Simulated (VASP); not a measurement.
Sb: single point with r2SCAN+D3(BJ)

Sb:

```
CELL_PARAMETERS angstrom
2.10616 1.21599 3.50905
-2.10616 1.21599 3.50905
0.00000 -2.43199 3.50905
ATOMIC_POSITIONS crystal
Sb 0.24057 0.24057 0.24057
Sb 0.75943 0.75943 0.75943
```

- Program: VASP 6.6.1
- Task: single point
- Functional: r2SCAN
- Dispersion: D3(BJ)
- Potentials or basis: VASP PAW PBE potentials, release 64 (Sb)
- Cutoff: 520 eV
- k mesh: 12 × 12 × 12
- Occupations: fermi-dirac, width 0.1 eV
- Spin: no spin polarisation
- Dipole correction: no
- Further INCAR settings: ALGO = Normal; EDIFF = 1e-06; NBANDS = 12

```yaml
Pressure: 6.6 GPa
Largest_force: 0.046 eV/Å
Band_gap_on_the_k_mesh: zero (bands 5 and 6 overlap by 0.72 eV)
Dispersion_energy_per_atom: -0.247 eV
```

Forces on the atoms (eV/Å):
```
Sb   0.000  0.000  0.046
Sb   0.000  0.000 -0.046
```

Levels at points of the mesh, in eV from the Fermi level:
| k point | band 1 | band 2 | band 3 | band 4 | band 5 | band 6 | band 7 | band 8 | band 9 | band 10 |
| --- | --- | --- | --- | --- | --- | --- | --- | --- | --- | --- |
| (0.00, 0.00, 0.00) | -14.02 | -3.87 | -2.23 | -2.13 | -2.13 | 3.09 | 3.42 | 3.42 | 5.10 | 5.10 |
| (0.50, 0.00, 0.00) | -11.09 | -10.63 | -1.68 | -1.49 | -0.51 | -0.12 | 0.31 | 0.61 | 9.17 | 9.64 |
| (0.50, 0.50, 0.00) | -11.05 | -7.98 | -6.51 | -4.42 | -4.38 | 1.78 | 6.09 | 6.30 | 8.78 | 9.51 |
| (0.50, 0.50, 0.50) | -11.59 | -10.22 | -1.30 | -1.30 | -0.40 | -0.40 | 0.12 | 1.12 | 8.75 | 9.67 |

Wall time 2.5 min on 1 thread of AMD EPYC 9R45 96-Core Processor (Zen 5), with other jobs on the host, peak memory 0.23 GiB.

Caveat: the cell stands under pressure; the PAW data sets were made with another functional, which shifts forces and pressure a little; spin-orbit coupling is left out, which moves the levels of the heavy elements.
